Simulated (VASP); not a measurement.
Here is a VASP 6.6.1 calculation.

The input INCAR:

```
ALGO = Normal
EDIFF = 1E-6
ENCUT = 520
GGA = PE
ISIF = 2
ISMEAR = -1
LASPH = True
LCHARG = True
LELF = True
LREAL = False
LVHAR = True
LWAVE = False
NBANDS = 13
NELM = 100
PREC = Accurate
SIGMA = 0.06122561905347299
```

Contents of KPOINTS:

```
k-points
0
Gamma
  20 20 20
```

The input POSCAR:

```
Sn
1.0
    0.0000000000      2.3755174909      2.3755174909
    2.3755174909      0.0000000000      2.3755174909
    2.3755174909      2.3755174909      0.0000000000
Sn
1
Direct
    0.0000000000      0.0000000000      0.0000000000
```

Potentials or basis: VASP PAW PBE potentials, release 64 (Sn_d).

Launch:

```sh
$ cat potpaw_PBE.64/Sn_d/POTCAR > POTCAR
$ mpirun -np 1 vasp_std > vasp.out
```

Q: Predict the band gap on the k mesh.

A: Zero (bands 7 and 8 overlap by 9.82 eV).

Q: Estimate the pressure.

A: 2.3 GPa.

Caveat: spin-orbit coupling is left out, which moves the levels of the heavy elements.
